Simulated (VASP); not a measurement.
Set up this calculation in VASP 6.6.1, as the native input.

| Quantity | Value |
| --- | --- |
| Task | relaxation of cell and atoms |
| Functional | PBE |
| Potentials or basis | VASP PAW PBE potentials, release 64 (K_sv, Br) |
| Cutoff | 600 eV |
| k mesh | 8 × 8 × 6 |
| Occupations | gaussian, width 0.02 eV |
| Spin | no spin polarisation |
| Dipole correction | no |
| Further INCAR settings | ALGO = Normal; EDIFF = 1e-07; IBRION = 2; EDIFFG = -0.01; NSW = 100; ISIF = 3 |

The structure of KBr lies in POSCAR:

```
KBr
1.0
    3.7485515100      0.0000000000      0.0000000000
    0.0000000000      3.7485515100      0.0000000000
    0.0000000000      0.0000000000      5.0097178100
K Br
1 1
Direct
    0.5000000000      0.5000000000      0.5000000000
    0.0000000000      0.0000000000      0.0000000000
```

The cell was built from a structure type or drawn by symmetry, and may not be a known phase.

The input as run:

INCAR

```
SYSTEM = KBr
PREC = Accurate ; ENCUT = 600
EDIFF = 1E-7 ; ISMEAR = 0
SIGMA = 0.02 ; LREAL = .FALSE.
LASPH = .TRUE. ; NELM = 100
ALGO = Normal ; ISIF = 3
LWAVE = .FALSE. ; LCHARG = .FALSE.
GGA = PE ; IBRION = 2
NSW = 100 ; EDIFFG = -0.01
```

KPOINTS

```
regular mesh
0
G
  8 8 6
  0 0 0
```

Potentials or basis: VASP PAW PBE potentials, release 64 (K_sv, Br).

Command:

```bash
$ cat potpaw_PBE.64/K_sv/POTCAR potpaw_PBE.64/Br/POTCAR > POTCAR
$ mpirun -np 1 vasp_std > vasp.out
```

It gave:

```yaml
Relaxed_volume: 33.03 Å³/atom
Relaxed_cell: a = 4.042 Å, b = 4.042 Å, c = 4.042 Å, α = 90.00°, β = 90.00°, γ = 90.00°
Space_group_after_relaxing_to_0.1_Å: Pm-3m (No. 221)
Energy_gained_by_relaxing: 214.7 meV/atom
Ionic_steps: 11
Pressure_after_relaxing: 0.0 GPa
Band_gap_on_the_k_mesh: 3.87 eV (least direct gap 4.13 eV)
```

Caveat: a cell axis changed by over 15 % at a fixed basis, so the end point is rough.

Run time: 2.9 min on 1 thread of Intel(R) Xeon(R) 6975P-C (Granite Rapids), on a shared host, peak memory 0.23 GiB.
